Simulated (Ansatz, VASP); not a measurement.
# MgO: VASP beside Ansatz

```
CELL_PARAMETERS angstrom
0.00000 2.10220 2.10220
2.10220 0.00000 2.10220
2.10220 2.10220 0.00000
ATOMIC_POSITIONS crystal
Mg 0.00000 0.00000 0.00000
O 0.50000 0.50000 0.50000
```

Alike in both runs: functional r2SCAN; k mesh 10 × 10 × 10; occupations gaussian, width 0.02 eV; no spin polarisation.

Ansatz relaxed the structure, and its values are those at the end. VASP's run is a single point on that final structure, the one shown.

|  | VASP | Ansatz |
| --- | --- | --- |
| version | VASP 6.6.1 | Ansatz 0.2.0 |
| potentials or method | VASP PAW PBE potentials, release 64 (Mg, O), cutoff 520 eV | scalar-relativistic, plane waves, PAW |
| valence electrons in the cell | 8 | 16 |

Ansatz gave:

```
gap on the k mesh at the Fermi level (eV) : 5.68
least direct gap on the mesh (eV)         : 5.68
pressure (GPa)                            : 0.0
```

Q: Estimate VASP's values.

A: gap on the k mesh at the Fermi level (eV): 5.66; least direct gap on the mesh (eV): 5.66; pressure (GPa): -1.1.

VASP's potentials were made for PBE, not for r2SCAN. With one functional, cell and mesh, what is left measures potentials, basis and numerics. VASP's potentials hold 8 valence electrons a cell and Ansatz's 16, so a difference there can come from the potentials and not from the codes.
